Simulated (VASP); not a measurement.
A run of VASP 6.6.1:

Contents of INCAR:

```
SYSTEM = SiC
PREC = Accurate
ENCUT = 520
EDIFF = 1E-6
ISMEAR = -1
SIGMA = 0.05
LREAL = Auto
LASPH = .TRUE.
NELM = 80
ALGO = Normal
ISIF = 2
LWAVE = .FALSE.
LCHARG = .TRUE.
GGA = PS
LELF = .TRUE.
LVHAR = .TRUE.
NBANDS = 246
```

File KPOINTS:

```
regular mesh
0
G
  1 1 1
  0 0 0
```

The input POSCAR:

```
SiC
1.0
    9.2342040000      0.0000000000      0.0000000000
    0.0000000000     10.6627400000      0.0000000000
    0.0000000000      0.0000000000     10.0759470000
Si C
48 48
Direct
    0.0000000000      0.0000000000      0.4998400000
    0.3333330000      0.0000000000      0.4998400000
    0.1666670000      0.2500000000      0.4998400000
    0.0000000000      0.5000000000      0.4998400000
    0.6666670000      0.0000000000      0.4998400000
    0.5000000000      0.2500000000      0.4998400000
    0.3333330000      0.5000000000      0.4998400000
    0.1666670000      0.7500000000      0.4998400000
    0.8333330000      0.2500000000      0.4998400000
    0.6666670000      0.5000000000      0.4998400000
    0.5000000000      0.7500000000      0.4998400000
    0.8333330000      0.7500000000      0.4998400000
    0.0000000000      0.1666670000      0.2499120000
    0.3333330000      0.1666670000      0.2499120000
    0.1666670000      0.4166670000      0.2499120000
    0.0000000000      0.6666670000      0.2499120000
    0.6666670000      0.1666670000      0.2499120000
    0.5000000000      0.4166670000      0.2499120000
    0.3333330000      0.6666670000      0.2499120000
    0.1666670000      0.9166670000      0.2499120000
    0.8333330000      0.4166670000      0.2499120000
    0.6666670000      0.6666670000      0.2499120000
    0.5000000000      0.9166670000      0.2499120000
    0.8333330000      0.9166670000      0.2499120000
    0.1666670000      0.0833330000      0.7499120000
    0.0000000000      0.3333330000      0.7499120000
    0.5000000000      0.0833330000      0.7499120000
    0.3333330000      0.3333330000      0.7499120000
    0.1666670000      0.5833330000      0.7499120000
    0.0000000000      0.8333330000      0.7499120000
    0.8333330000      0.0833330000      0.7499120000
    0.6666670000      0.3333330000      0.7499120000
    0.5000000000      0.5833330000      0.7499120000
    0.3333330000      0.8333330000      0.7499120000
    0.8333330000      0.5833330000      0.7499120000
    0.6666670000      0.8333330000      0.7499120000
    0.0000000000      0.0000000000      0.9998400000
    0.3333330000      0.0000000000      0.9998400000
    0.1666670000      0.2500000000      0.9998400000
    0.0000000000      0.5000000000      0.9998400000
    0.6666670000      0.0000000000      0.9998400000
    0.5000000000      0.2500000000      0.9998400000
    0.3333330000      0.5000000000      0.9998400000
    0.1666670000      0.7500000000      0.9998400000
    0.8333330000      0.2500000000      0.9998400000
    0.6666670000      0.5000000000      0.9998400000
    0.5000000000      0.7500000000      0.9998400000
    0.8333330000      0.7500000000      0.9998400000
    0.0000000000      0.0000000000      0.1873030000
    0.3333330000      0.0000000000      0.1873030000
    0.1666670000      0.2500000000      0.1873030000
    0.0000000000      0.5000000000      0.1873030000
    0.6666670000      0.0000000000      0.1873030000
    0.5000000000      0.2500000000      0.1873030000
    0.3333330000      0.5000000000      0.1873030000
    0.1666670000      0.7500000000      0.1873030000
    0.8333330000      0.2500000000      0.1873030000
    0.6666670000      0.5000000000      0.1873030000
    0.5000000000      0.7500000000      0.1873030000
    0.8333330000      0.7500000000      0.1873030000
    0.0000000000      0.0000000000      0.6873030000
    0.3333330000      0.0000000000      0.6873030000
    0.1666670000      0.2500000000      0.6873030000
    0.0000000000      0.5000000000      0.6873030000
    0.6666670000      0.0000000000      0.6873030000
    0.5000000000      0.2500000000      0.6873030000
    0.3333330000      0.5000000000      0.6873030000
    0.1666670000      0.7500000000      0.6873030000
    0.8333330000      0.2500000000      0.6873030000
    0.6666670000      0.5000000000      0.6873030000
    0.5000000000      0.7500000000      0.6873030000
    0.8333330000      0.7500000000      0.6873030000
    0.0000000000      0.1666670000      0.4379450000
    0.3333330000      0.1666670000      0.4379450000
    0.1666670000      0.4166670000      0.4379450000
    0.0000000000      0.6666670000      0.4379450000
    0.6666670000      0.1666670000      0.4379450000
    0.5000000000      0.4166670000      0.4379450000
    0.3333330000      0.6666670000      0.4379450000
    0.1666670000      0.9166670000      0.4379450000
    0.8333330000      0.4166670000      0.4379450000
    0.6666670000      0.6666670000      0.4379450000
    0.5000000000      0.9166670000      0.4379450000
    0.8333330000      0.9166670000      0.4379450000
    0.1666670000      0.0833330000      0.9379450000
    0.0000000000      0.3333330000      0.9379450000
    0.5000000000      0.0833330000      0.9379450000
    0.3333330000      0.3333330000      0.9379450000
    0.1666670000      0.5833330000      0.9379450000
    0.0000000000      0.8333330000      0.9379450000
    0.8333330000      0.0833330000      0.9379450000
    0.6666670000      0.3333330000      0.9379450000
    0.5000000000      0.5833330000      0.9379450000
    0.3333330000      0.8333330000      0.9379450000
    0.8333330000      0.5833330000      0.9379450000
    0.6666670000      0.8333330000      0.9379450000
```

Potentials or basis: VASP PAW PBE potentials, release 64 (Si, C).

Command:

```console
$ cat potpaw_PBE.64/Si/POTCAR potpaw_PBE.64/C/POTCAR > POTCAR
$ mpirun -np 1 vasp_gam > vasp.out
```

Hardware: 1 thread of Intel(R) Xeon(R) Platinum 8259CL CPU @ 2.50GHz (Skylake/Cascade Lake), with other jobs on the host.

How long does it take, and how much memory?

It took 8 min on 1 thread of Intel(R) Xeon(R) Platinum 8259CL CPU @ 2.50GHz (Skylake/Cascade Lake) (shared host), peak memory 0.81 GiB. Counts: scf iterations 15, k points 1.
